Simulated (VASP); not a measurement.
# Te (C2/m) in VASP: a series of runs

Runs on Te. Level: LDA. Tasks: single point.

Everything below comes from runs of VASP 6.6.1. Logs are shortened: lines on timing, memory, paths and dates and some standing lists are left out, and cuts for length are marked.

### Step 1. The cell of the first run

Symmetry: C2/m, No. 12, monoclinic system. Conventional cell: a = 4.304 Å, b = 3.920 Å, c = 3.154 Å, α = 90.00°, β = 95.80°, γ = 90.00°. Te (site symmetry 2/m) has 18 Te at 2.91 to 4.45 Å within 4.5 Å.

### Step 2. Single point, LDA (strain -0.1500 x Voigt [1, 0, 0, 0, 0, 0])

INCAR

```
ALGO = Normal
EDIFF = 1E-6
ENCUT = 520
ISIF = 2
ISMEAR = 0
LASPH = True
LCHARG = False
LREAL = False
LWAVE = False
NBANDS = 9
NELM = 80
PREC = Accurate
SIGMA = 0.15
```

KPOINTS

```
k-points
0
Gamma
  15 15 15
```

POSCAR

```
Te
1.0
    1.9600186913      1.3313144930      1.6909537039
   -1.9600186913      1.3313144930      1.6909537039
    0.0000000000     -2.6626289859      1.6909537039
Te
1
Direct
    0.5000000000      0.5000000000      0.5000000000
```

Potentials or basis: VASP PAW LDA potentials, release 64 (Te).

Started as:

```sh
cat potpaw_LDA.64/Te/POTCAR > POTCAR
mpirun -np 1 vasp_std > vasp.out
```

OUTCAR:

```text
EDIFF = 1E-6
   ENCUT = 520
   ISIF = 2
   ISMEAR = 0
   LASPH = True
   LREAL = False
   NELM = 80
   PREC = Accurate

 ion  position               nearest neighbor table
   1  0.500  0.500  0.500-

  LATTYP: Found a base centered monoclinic cell.
 ALAT       =     4.3042874941
 B/A-ratio  =     0.9107285208
 C/A-ratio  =     0.7328019976
 COS(beta)  =    -0.1009788942

  Lattice vectors:

 A1 = (   1.9600186913,   1.3313144930,   1.6909537039)
 A2 = (  -1.9600186913,   1.3313144930,   1.6909537039)
 A3 = (   0.0000000000,  -2.6626289859,   1.6909537039)

Analysis of symmetry for initial positions (statically):
=====================================================================
 Subroutine PRICEL returns:
 Original cell was already a primitive cell.

 Routine SETGRP: Setting up the symmetry group for a
 base centered monoclinic supercell.

 Subroutine GETGRP returns: Found  4 space group operations
 (whereof  4 operations were pure point group operations)
 out of a pool of  4 trial point group operations.

The static configuration has the point symmetry C_2h.

Analysis of symmetry for dynamics (positions and initial velocities):
=====================================================================
 Subroutine PRICEL returns:
 Original cell was already a primitive cell.

 Routine SETGRP: Setting up the symmetry group for a
 base centered monoclinic supercell.

 Subroutine GETGRP returns: Found  4 space group operations
 (whereof  4 operations were pure point group operations)
 out of a pool of  4 trial point group operations.

The dynamic configuration has the point symmetry C_2h.

 Subroutine INISYM returns: Found  4 space group operations
 (whereof  4 operations are pure point group operations),
 and found     1 'primitive' translations

----------------------------------------------------------------------------------------

                                     Primitive cell

  volume of cell :      26.4743

  direct lattice vectors                    reciprocal lattice vectors
     1.960018691  1.331314493  1.690953704     0.255099608  0.125189553  0.197127415
    -1.960018691  1.331314493  1.690953704    -0.255099608  0.125189553  0.197127415
     0.000000000 -2.662628986  1.690953704     0.000000000 -0.250379107  0.197127415

  length of vectors
[... 81 lines left out ...]
   LREAL  =      F    real-space projection
   EDIFFG = 0.1E-04   stopping-criterion for IOM
   NSW    =      0    number of steps for IOM
   IBRION =     -1    ionic relax: 0-MD 1-quasi-New 2-CG
   NFREE  =      0    steps in history (QN), initial steepest desc. (CG)
   ISIF   =      2    stress and relaxation
   ISYM   =      2    0-nonsym 1-usesym 2-fastsym
   POTIM  = 0.5000    time-step for ionic-motion
   TEBEG  =    0.0;   TEEND  =   0.0 temperature during run
   PSTRESS=    0.0 pullay stress
   NELECT =       6.0000    total number of electrons
   NUPDOWN=      -1.0000    fix difference up-down
   EMIN   =  10.00;   EMAX   =-10.00  energy-range for DOS
   EFERMI =   0.00;   METHOD = LEGACY
   ISMEAR =     0;   SIGMA  =   0.15  broadening in eV -4-tet -1-fermi 0-gaus
   EFERMI_NEDOS =   21; number of points for ismear=-14 and -15
   IALGO  =     38    algorithm
   IMIX   =      4    mixing-type and parameters
     AMIX     =   0.40;   BMIX     =  1.00
     AMIX_MAG =   1.60;   BMIX_MAG =  1.00
  volume/ion in A,a.u.               =      26.47       178.66
  Fermi-wavevector in a.u.,A,eV,Ry     =   0.998123  1.886179 13.554792  0.996249
  Thomas-Fermi vector in A             =   2.130325
   LORBIT       =      0    0 simple, 1 ext, 2 COOP (PROOUT), +10 PAW based schemes
   GGA     = CA    functional components
   LHFCALC =     F    Hartree Fock is set to
   AEXX    =    0.0000 exact exchange contribution
   IVDW    =     0    specifies the selected vdW correction
   LEPSILON=     F    determine dielectric tensor
   LRPA    =     F    only Hartree local field effects (RPA)
 non-spin polarized calculation
 Gauss-broadening in eV      SIGMA  =   0.15
  energy-cutoff  :      520.00
  volume of cell :       26.47
 maximum number of plane-waves:       727
 NGX is ok and might be reduce to    24
   NGX = 11   NGY = 11   NGZ = 11

 number of electron       6.0000000 magnetization

 Free energy of the ion-electron system (eV)
  ---------------------------------------------------
  ext. energy  EPLUGINS =         0.00000000
  ---------------------------------------------------
  free energy    TOTEN  =        -3.60709407 eV

  energy without entropy =       -3.60157661  energy(sigma->0) =       -3.60433534

 E-fermi :   9.2700     XC(G=0): -10.3973

 val. band max:        9.2551873904   @ k =  -0.1333   0.1333   0.2667
 cond. band min:       9.2707735070   @ k =   0.1333   0.0667   0.2000
 fundamental gap:      0.0155861166
 Fermi energy:         9.2699688380

 k-point     1 :       0.0000    0.0000    0.0000
  band No.  band energies     occupation
      1      -6.1466      2.00000
      2       9.3110      0.69916
      3      11.3741      0.00000
      4      11.8389      0.00000
      5      14.2488      0.00000
      6      15.7733      0.00000
      7      17.3069      0.00000
      8      26.3458      0.00000
      9      26.6714      0.00000
[... 265 lines left out ...]
 k-point    24 :       0.2000    0.1333    0.0000
  band No.  band energies     occupation
      1      -5.2520      2.00000
      2       7.5179      2.00000
      3       9.8728      0.00000
      4      10.1772      0.00000
      5      15.1839      0.00000
      6      18.9464      0.00000
      7      20.0408      0.00000
      8      22.0215      0.00000
      9      23.0318      0.00000

 [... further k-points ...]

------------------------ aborting loop because EDIFF is reached ----------------------------------------

  FORCE on cell =-STRESS in cart. coord.  units (eV):
  Direction    XX          YY          ZZ          XY          YZ          ZX
  --------------------------------------------------------------------------------------
  -------------------------------------------------------------------------------------
  Total        2.5056230      1.8221766      2.1322343      0.0000000      0.8912125      0.0000000
  in kB      151.6360516    110.2750376    129.0392038      0.0000000     53.9346696      0.0000000
  external PRESSURE =     130.3167643 kB  Pullay stress =       0.0000000 kB

 VOLUME and BASIS-vectors are now :
 -----------------------------------------------------------------------------
  energy-cutoff  :      520.00
  volume of cell :       26.47
      direct lattice vectors                 reciprocal lattice vectors
     1.960018691  1.331314493  1.690953704     0.255099608  0.125189553  0.197127415
    -1.960018691  1.331314493  1.690953704    -0.255099608  0.125189553  0.197127415
     0.000000000 -2.662628986  1.690953704     0.000000000 -0.250379107  0.197127415

 POSITION                                       TOTAL-FORCE (eV/Angst)
 -----------------------------------------------------------------------------------
      0.00000      0.00000      2.53643        -0.000000      0.000000      0.000000
 -----------------------------------------------------------------------------------
    total drift:                                0.000000      0.000000     -0.000000

  FREE ENERGIE OF THE ION-ELECTRON SYSTEM (eV)
  ---------------------------------------------------
  free  energy   TOTEN  =        -3.6070940657 eV

  energy  without entropy=       -3.6015766083  energy(sigma->0) =       -3.60433534
```

OSZICAR:

```text
N       E                     dE             d eps       ncg     rms          rms(c)
DAV:   1     0.170748203919E+02    0.17075E+02   -0.26079E+03 16296   0.542E+02
DAV:   2    -0.307969770924E+01   -0.20155E+02   -0.19284E+02 21586   0.757E+01
DAV:   3    -0.361105271811E+01   -0.53136E+00   -0.52672E+00 20217   0.150E+01
DAV:   4    -0.361473408533E+01   -0.36814E-02   -0.36808E-02 22585   0.141E+00
DAV:   5    -0.361476692969E+01   -0.32844E-04   -0.32845E-04 20761   0.106E-01    0.109E+01
DAV:   6    -0.360969892617E+01    0.50680E-02   -0.14775E-03 19096   0.186E-01    0.659E+00
DAV:   7    -0.360710316930E+01    0.25958E-02   -0.29378E-03 18212   0.267E-01    0.399E-02
DAV:   8    -0.360709459521E+01    0.85741E-05   -0.83847E-05 18638   0.598E-02    0.206E-02
DAV:   9    -0.360709406949E+01    0.52572E-06   -0.12431E-05 19966   0.169E-02    0.132E-02
DAV:  10    -0.360709406570E+01    0.37884E-08   -0.24232E-07 13029   0.346E-03
   1 F= -.36070941E+01 E0= -.36043353E+01  d E =-.551746E-02
```

stdout:

```text
POSCAR found type information on POSCAR Te
 POSCAR found :  1 types and       1 ions
 scaLAPACK will be used
 LDA part: xc-table for (Slater(with rela. corr.)+CA(PZ))
 , standard interpolation
 POSCAR, INCAR and KPOINTS ok, starting setup
 FFT: planning ... GRIDC
 FFT: planning ... GRID_SOFT
 FFT: planning ... GRID
 WAVECAR not read
 entering main loop
```

Wall time 48 s (1 thread of Intel Xeon 6975P-C (Granite Rapids), shared host); peak memory 0.3 GiB.

Results:

- Free energy: -3.6071 eV
- Pressure: 13.0 GPa
- Band gap on the k mesh: zero (bands 3 and 4 overlap by 6.38 eV)

Stress tensor (GPa, compression positive):
```
15.16  0.00  0.00
 0.00 11.03  5.39
 0.00  5.39 12.90
```

Levels at points of the mesh, in eV from the Fermi level:
```csv
k point,band 1,band 2,band 3,band 4,band 5,band 6,band 7,band 8
"(0.00, 0.00, 0.00)",-15.42,0.04,2.10,2.57,4.98,6.50,8.04,17.08
```

Caveat: the cell differs from its parent crystal (strain -0.1500 x Voigt [1, 0, 0, 0, 0, 0]); the cell stands under pressure; spin-orbit coupling is left out, which moves the levels of the heavy elements.

### Step 3. Single point, LDA (strain -0.0750 x Voigt [1, 0, 0, 0, 0, 0])

INCAR

```
  PREC = Accurate
  ENCUT = 520
  EDIFF = 1E-6
  ISMEAR = 0
  SIGMA = 0.15
  LREAL = False
  LASPH = True
  NELM = 60
  ALGO = Normal
  ISIF = 2
  LWAVE = False
  LCHARG = True
  LELF = True
  LVHAR = True
  NBANDS = 9
```

KPOINTS

```
Automatic mesh
0
Gamma
  15 15 15
```

POSCAR

```
Te
1.0
    2.1329615170      1.3313144930      1.6909537039
   -2.1329615170      1.3313144930      1.6909537039
    0.0000000000     -2.6626289859      1.6909537039
Te
1
Direct
    0.5000000000      0.5000000000      0.5000000000
```

Potentials or basis: VASP PAW LDA potentials, release 64 (Te).

Started as:

```sh
cat potpaw_LDA.64/Te/POTCAR > POTCAR
mpirun -np 1 vasp_std > vasp.out
```

Wall time 51 s (1 thread of Intel Xeon 6975P-C (Granite Rapids), shared host); peak memory 0.31 GiB.

The run converged. Its results:

- Free energy: -3.7587 eV
- Pressure: 4.5 GPa
- Band gap on the k mesh: zero (bands 3 and 4 overlap by 5.89 eV)

Stress tensor (GPa, compression positive):
```
6.20 0.00 0.00
0.00 2.88 2.47
0.00 2.47 4.31
```

Levels at points of the mesh, in eV from the Fermi level:
```csv
k point,band 1,band 2,band 3,band 4,band 5,band 6,band 7,band 8
"(0.00, 0.00, 0.00)",-14.63,0.67,1.69,1.77,5.61,6.19,7.16,16.95
```

Caveat: the cell differs from its parent crystal (strain -0.0750 x Voigt [1, 0, 0, 0, 0, 0]); the cell stands under pressure; spin-orbit coupling is left out, which moves the levels of the heavy elements.

### Step 4. Single point, LDA (strain +0.0375 x Voigt [1, 0, 0, 0, 0, 0])

INCAR

```
SYSTEM = Te
PREC = Accurate
ENCUT = 520
EDIFF = 1E-6
ISMEAR = 0
SIGMA = 0.15
LREAL = .False.
LASPH = .True.
NELM = 80
ALGO = Normal
ISIF = 2
LWAVE = .False.
LCHARG = .False.
GGA = CA
NBANDS = 9
```

KPOINTS

```
Automatic mesh
0
Gamma
  15 15 15
  0 0 0
```

POSCAR

```
Te
1.0
    2.3923757555      1.3313144930      1.6909537039
   -2.3923757555      1.3313144930      1.6909537039
    0.0000000000     -2.6626289859      1.6909537039
Te
1
Direct
    0.5000000000      0.5000000000      0.5000000000
```

Potentials or basis: VASP PAW LDA potentials, release 64 (Te).

Started as:

```sh
cat potpaw_LDA.64/Te/POTCAR > POTCAR
mpirun -np 1 vasp_std > vasp.out
```

OUTCAR:

```text
SYSTEM = Te
   PREC = Accurate
   ENCUT = 520
   EDIFF = 1E-6
   ISMEAR = 0
   LREAL = .False.
   LASPH = .True.
   NELM = 80
   ISIF = 2
   GGA = CA

 ion  position               nearest neighbor table
   1  0.500  0.500  0.500-

  LATTYP: Found a base centered monoclinic cell.
 ALAT       =     4.3042874941
 B/A-ratio  =     1.1116245180
 C/A-ratio  =     0.7328019976
 COS(beta)  =    -0.1009788942

  Lattice vectors:

 A1 = (   2.3923757555,   1.3313144930,   1.6909537039)
 A2 = (  -2.3923757555,   1.3313144930,   1.6909537039)
 A3 = (   0.0000000000,  -2.6626289859,   1.6909537039)

Analysis of symmetry for initial positions (statically):
=====================================================================
 Subroutine PRICEL returns:
 Original cell was already a primitive cell.

 Routine SETGRP: Setting up the symmetry group for a
 base centered monoclinic supercell.

 Subroutine GETGRP returns: Found  4 space group operations
 (whereof  4 operations were pure point group operations)
 out of a pool of  4 trial point group operations.

The static configuration has the point symmetry C_2h.

Analysis of symmetry for dynamics (positions and initial velocities):
=====================================================================
 Subroutine PRICEL returns:
 Original cell was already a primitive cell.

 Routine SETGRP: Setting up the symmetry group for a
 base centered monoclinic supercell.

 Subroutine GETGRP returns: Found  4 space group operations
 (whereof  4 operations were pure point group operations)
 out of a pool of  4 trial point group operations.

The dynamic configuration has the point symmetry C_2h.

 Subroutine INISYM returns: Found  4 space group operations
 (whereof  4 operations are pure point group operations),
 and found     1 'primitive' translations

[... 113 lines left out ...]
  volume/ion in A,a.u.               =      32.31       218.07
  Fermi-wavevector in a.u.,A,eV,Ry     =   0.933958  1.764926 11.868069  0.872278
  Thomas-Fermi vector in A             =   2.060714
   LORBIT       =      0    0 simple, 1 ext, 2 COOP (PROOUT), +10 PAW based schemes
   GGA     = CA    functional components
   LHFCALC =     F    Hartree Fock is set to
   AEXX    =    0.0000 exact exchange contribution
   IVDW    =     0    specifies the selected vdW correction
   LEPSILON=     F    determine dielectric tensor
   LRPA    =     F    only Hartree local field effects (RPA)
 non-spin polarized calculation
 Gauss-broadening in eV      SIGMA  =   0.15
  energy-cutoff  :      520.00
  volume of cell :       32.31
 maximum number of plane-waves:       884
   NGX = 11   NGY = 11   NGZ = 11

 number of electron       6.0000000 magnetization

 Free energy of the ion-electron system (eV)
  ---------------------------------------------------
  ext. energy  EPLUGINS =         0.00000000
  ---------------------------------------------------
  free energy    TOTEN  =        -3.76938348 eV

  energy without entropy =       -3.76384741  energy(sigma->0) =       -3.76661545

 E-fermi :   6.3696     XC(G=0):  -9.5577

 val. band max:        6.3657167409   @ k =  -0.1333   0.2000   0.1333
 cond. band min:       6.3720683183   @ k =  -0.3333   0.3333   0.2000
 fundamental gap:      0.0063515774
 Fermi energy:         6.3696075981

 k-point     1 :       0.0000    0.0000    0.0000
  band No.  band energies     occupation
      1      -7.2535      2.00000
      2       7.2477      0.00000
      3       7.7559      0.00000
      4       8.0105      0.00000
      5      12.5161      0.00000
      6      12.5367      0.00000
      7      13.0106      0.00000
      8      22.0760      0.00000
      9      22.3587      0.00000
[... 265 lines left out ...]
 k-point    24 :       0.2000    0.1333    0.0000
  band No.  band energies     occupation
      1      -6.5567      2.00000
      2       4.2315      2.00000
      3       5.7443      2.00000
      4       8.4803      0.00000
      5      13.6875      0.00000
      6      15.6053      0.00000
      7      17.0603      0.00000
      8      19.3859      0.00000
      9      19.9086      0.00000

 [... further k-points ...]

------------------------ aborting loop because EDIFF is reached ----------------------------------------

  FORCE on cell =-STRESS in cart. coord.  units (eV):
  Direction    XX          YY          ZZ          XY          YZ          ZX
  --------------------------------------------------------------------------------------
  -------------------------------------------------------------------------------------
  Total       -0.8846915     -0.5922103     -0.5195272      0.0000000     -0.1079961      0.0000000
  in kB      -43.8641193    -29.3625329    -25.7588155      0.0000000     -5.3545834      0.0000000
  external PRESSURE =     -32.9951559 kB  Pullay stress =       0.0000000 kB

 VOLUME and BASIS-vectors are now :
 -----------------------------------------------------------------------------
  energy-cutoff  :      520.00
  volume of cell :       32.31
      direct lattice vectors                 reciprocal lattice vectors
     2.392375755  1.331314493  1.690953704     0.208997269  0.125189553  0.197127415
    -2.392375755  1.331314493  1.690953704    -0.208997269  0.125189553  0.197127415
     0.000000000 -2.662628986  1.690953704     0.000000000 -0.250379107  0.197127415

 POSITION                                       TOTAL-FORCE (eV/Angst)
 -----------------------------------------------------------------------------------
      0.00000      0.00000      2.53643         0.000000      0.000000      0.000000
 -----------------------------------------------------------------------------------
    total drift:                                0.000000      0.000000     -0.000000

  FREE ENERGIE OF THE ION-ELECTRON SYSTEM (eV)
  ---------------------------------------------------
  free  energy   TOTEN  =        -3.7693834849 eV

  energy  without entropy=       -3.7638474103  energy(sigma->0) =       -3.76661545
```

Wall time 45 s (1 thread of Intel Xeon 6975P-C (Granite Rapids), shared host); peak memory 0.34 GiB.

What came out:

| Property | Result |
| --- | --- |
| Free energy | -3.7694 eV |
| Pressure | -3.3 GPa |
| Band gap on the k mesh | zero (bands 3 and 4 overlap by 4.54 eV) |

Stress tensor (GPa, compression positive):
```
-4.39  0.00  0.00
 0.00 -2.94 -0.54
 0.00 -0.54 -2.58
```

Caveat: the cell differs from its parent crystal (strain +0.0375 x Voigt [1, 0, 0, 0, 0, 0]); the cell stands under tension; spin-orbit coupling is left out, which moves the levels of the heavy elements.

### Step 5. The runs side by side

```csv
cell,gap on the mesh (eV),pressure (GPa)
"a = 2.911, b = 2.911, c = 3.154 Å, angles 94.3, 94.3, 84.7°, 1 atom",none,13.0
"a = 3.030, b = 3.030, c = 3.154 Å, angles 94.1, 94.1, 89.5°, 1 atom",none,4.5
"a = 3.218, b = 3.218, c = 3.154 Å, angles 93.9, 93.9, 96.1°, 1 atom",none,-3.3
```

Alike in all rows: task single point; level LDA; potentials or basis VASP PAW LDA potentials, release 64 (Te); no spin polarisation; k mesh 15 × 15 × 15; cutoff (eV) 520; smearing gaussian 0.15 eV.

Caveats: spin-orbit coupling is left out, which moves the levels of the heavy elements; the cell stands under pressure (at least some runs); the cell stands under tension (at least some runs).

Absolute energies hang on the potentials; compare differences alone.
